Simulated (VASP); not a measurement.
# P: single point with PBE

Crystal: P.

```
CELL_PARAMETERS angstrom
4.45591 0.00000 0.00000
-2.22795 3.85893 0.00000
0.00000 0.00000 2.51181
ATOMIC_POSITIONS crystal
P 0.00000 0.00000 0.00000
P 0.33333 0.66667 0.50000
P 0.66667 0.33333 0.50000
```

```
Program                : VASP 6.6.1
Task                   : single point
Functional             : PBE
Potentials or basis    : VASP PAW PBE potentials, release 64 (P)
Cutoff                 : 520 eV
k mesh                 : 11 × 11 × 16
Occupations            : fermi-dirac, width 0.1 eV
Spin                   : no spin polarisation
Dipole correction      : no
Further INCAR settings : ALGO = Normal; EDIFF = 1e-06; NBANDS = 14
```

```
Pressure : -0.4 GPa
```

Stress tensor (GPa, compression positive):
```
-0.19  0.00  0.00
 0.00 -0.19  0.00
 0.00  0.00 -0.76
```

Levels at points of the mesh, in eV from the Fermi level:
```tsv
k point	band 5	band 6	band 7	band 8	band 9	band 10	band 11	band 12
(0.00, 0.00, 0.00)	-5.84	-5.58	-5.58	3.88	6.35	6.35	7.06	8.34
(0.00, 0.00, 0.50)	-3.59	-3.30	-2.55	-2.55	-0.64	-0.64	0.04	0.04
```

Run time: 39 s on 1 thread of AMD EPYC 9R45 96-Core Processor (Zen 5), on a shared host, peak memory 0.17 GiB.
